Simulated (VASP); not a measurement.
Wanted: the native input for a VASP 6.6.1 run.

| Quantity | Value |
| --- | --- |
| Task | relaxation of cell and atoms |
| Functional | PBE |
| Potentials or basis | VASP PAW PBE potentials, release 64 (Ba_sv, Mg, N) |
| Cutoff | 600 eV |
| k mesh | 12 × 12 × 6 |
| Occupations | gaussian, width 0.1 eV |
| Spin | no spin polarisation |
| Dipole correction | no |
| Further INCAR settings | ALGO = Normal; EDIFF = 1e-07; IBRION = 2; EDIFFG = -0.01; NSW = 100; ISIF = 3 |

The structure of BaMg2N2 lies in POSCAR:

```
BaMg2N2
1.0
    5.3887825109      0.0000000000      0.0000000000
   -2.6943912554      4.6668225499      0.0000000000
    0.0000000000      0.0000000000      6.4059391397
Ba Mg N
1 2 2
Direct
    0.0000000000      0.0000000000      0.0000000000
    0.3333333333      0.6666666667      0.5000000000
    0.6666666667      0.3333333333      0.5000000000
    0.0000000000      0.0000000000      0.4095759094
    0.0000000000      0.0000000000      0.5904240906
```

The cell was generated, and may not be a known phase.

The input as run:

INCAR

```
SYSTEM = BaMg2N2
ALGO = Normal ; EDIFF = 1E-7
EDIFFG = -0.01 ; ENCUT = 600
GGA = PE ; IBRION = 2
ISIF = 3 ; ISMEAR = 0
LASPH = .TRUE. ; LCHARG = .FALSE.
LREAL = .FALSE. ; LWAVE = .FALSE.
NELM = 60 ; NSW = 100
PREC = Accurate ; SIGMA = 0.1
```

KPOINTS

```
k-points
0
G
  12 12 6
  0 0 0
```

Potentials or basis: VASP PAW PBE potentials, release 64 (Ba_sv, Mg, N).

Command:

```sh
$ cat potpaw_PBE.64/Ba_sv/POTCAR potpaw_PBE.64/Mg/POTCAR potpaw_PBE.64/N/POTCAR > POTCAR
$ mpirun -np 1 vasp_std > vasp.out
```

It gave:

* Relaxed volume: 32.40 Å³/atom
* Relaxed cell: a = 5.387 Å, b = 5.387 Å, c = 6.446 Å, α = 90.00°, β = 90.00°, γ = 120.00°
* Space group after relaxing (to 0.1 Å): P6/mmm (No. 191)
* Energy gained by relaxing: 0.8 meV/atom
* Ionic steps: 8
* Pressure after relaxing: 0.0 GPa
* Band gap on the k mesh: zero (bands 12 and 13 overlap by 1.39 eV)

Caveat: the standard files for N, O and F lose accuracy on very short bonds; spin-orbit coupling is left out, which moves the levels of the heavy elements.

Wall time 23 min on 1 thread of Oxide Virtual Turin-like Processor, with other jobs on the host, peak memory 0.55 GiB.
